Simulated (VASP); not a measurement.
AlGa3N4, 8 atoms in the cell. It takes space group Pm (No. 6, monoclinic). The conventional cell has a = 5.311 Å, b = 3.266 Å, c = 5.655 Å, α = 90.00°, β = 90.03°, γ = 90.00°. Al (site symmetry m) has 4 N at 1.96 to 1.97 Å within 2.6 Å. Within 2.6 Å of Ga (site symmetry m) lie 4 N at 2.00 to 2.02 Å. Ga (site symmetry m) has 4 N at 2.00 to 2.03 Å within 2.6 Å. Within 2.7 Å of Ga (site symmetry m) lie 4 N at 2.01 to 2.02 Å. N (site symmetry m) has 1 Al at 1.96 Å and 3 Ga at 2.01 to 2.02 Å within 2.6 Å. Within 2.6 Å of N (site symmetry m) lie 2 Al at 1.97 Å and 2 Ga at 2.02 to 2.03 Å. N (site symmetry m) has 4 Ga at 2.00 to 2.01 Å within 2.6 Å. N (site symmetry m) has 1 Al at 1.96 Å and 3 Ga at 2.00 to 2.01 Å within 2.6 Å.  This cell differs from its parent crystal: volume scaled by 1.10, then relaxed in part.

- Program: VASP 6.6.1
- Task: single point
- Functional: PBEsol
- Potentials or basis: VASP PAW PBE potentials, release 64 (Al, Ga_d, N)
- Cutoff: 520 eV
- k mesh: 6 × 8 × 6
- Occupations: gaussian, width 0.02 eV
- Spin: no spin polarisation
- Dipole correction: no
- Further INCAR settings: ALGO = Normal; EDIFF = 1e-06; NBANDS = 41

Potentials or basis: VASP PAW PBE potentials, release 64 (Al, Ga_d, N).

Run with:

```sh
$ cat potpaw_PBE.64/Al/POTCAR potpaw_PBE.64/Ga_d/POTCAR potpaw_PBE.64/N/POTCAR > POTCAR
$ mpirun -np 1 vasp_std > vasp.out
```

Hardware: 1 thread of Intel(R) Xeon(R) Platinum 8259CL CPU @ 2.50GHz (Skylake/Cascade Lake), on a shared host.

Question: Estimate the wall time of this run.

Answer: It took 6.4 min on 1 thread of Intel(R) Xeon(R) Platinum 8259CL CPU @ 2.50GHz (Skylake/Cascade Lake), with other jobs on the host, peak memory 0.42 GiB. Counts: scf iterations 15, k points 100.
